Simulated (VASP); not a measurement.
The system is MoS2.

```
Mo S
1.0
     1.59215    0.91923    6.48210
    -1.59215    0.91923    6.48210
     0.00000   -1.83846    6.48210
Mo S
1 2
Direct
  0.99978 0.99978 0.99978
  0.41293 0.41293 0.41293
  0.25330 0.25330 0.25330
```

```yaml
Program: VASP 6.6.1
Task: relaxation of cell and atoms
Functional: PBE
Potentials_or_basis: VASP PAW PBE potentials, release 64 (Mo_sv, S)
Cutoff: 520 eV
k_mesh: 12 × 12 × 12
Occupations: gaussian, width 0.02 eV
Spin: no spin polarisation
```

At the start: pressure 1.2 GPa; volume 18.97 Å³/atom.

Task: Where does the relaxation end?

Result: Over 19 steps the energy falls by 4.7 meV/atom and the volume is 20.95 Å³/atom (+10.4 %); space group R3m (No. 160, to 0.1 Å) before and after.

The path:
```csv
step,energy change (eV),largest force (eV/Å),pressure (GPa),volume (Å³)
1,0.0000,0.1463,1.23,56.92
2,0.0055,0.4140,-2.24,58.13
3,-0.0025,0.0601,-0.05,57.35
4,-0.0031,0.0705,0.05,57.37
5,-0.0038,0.0972,0.32,57.43
6,-0.0041,0.0947,0.31,57.50
7,-0.0051,0.0874,0.29,57.70
8,-0.0068,0.0765,0.26,58.11
9,-0.0096,0.0521,0.23,58.92
10,-0.0128,0.0511,0.30,60.55
11,-0.0098,0.3044,0.84,63.84
12,-0.0125,0.1922,0.65,62.08
13,-0.0132,0.1358,0.35,62.41
14,-0.0137,0.0383,-0.15,62.98
15,-0.0138,0.0303,-0.11,62.95
16,-0.0140,0.0174,0.00,62.86
17,-0.0140,0.0177,0.03,62.84
18,-0.0140,0.0067,0.00,62.85
19,-0.0140,0.0028,-0.01,62.85
```

Final structure:
```cif
data_structure
_symmetry_space_group_name_H-M 'P 1'
_symmetry_Int_Tables_number 1
_cell_length_a 7.3877
_cell_length_b 7.3877
_cell_length_c 7.3877
_cell_angle_alpha 24.895
_cell_angle_beta 24.895
_cell_angle_gamma 24.895
_cell_volume 62.85
loop_
_atom_site_label
_atom_site_type_symbol
_atom_site_fract_x
_atom_site_fract_y
_atom_site_fract_z
_atom_site_occupancy
Mo1 Mo 0.99977 0.99977 0.99977 1
S1 S 0.40587 0.40587 0.40587 1
S2 S 0.26035 0.26035 0.26035 1
```
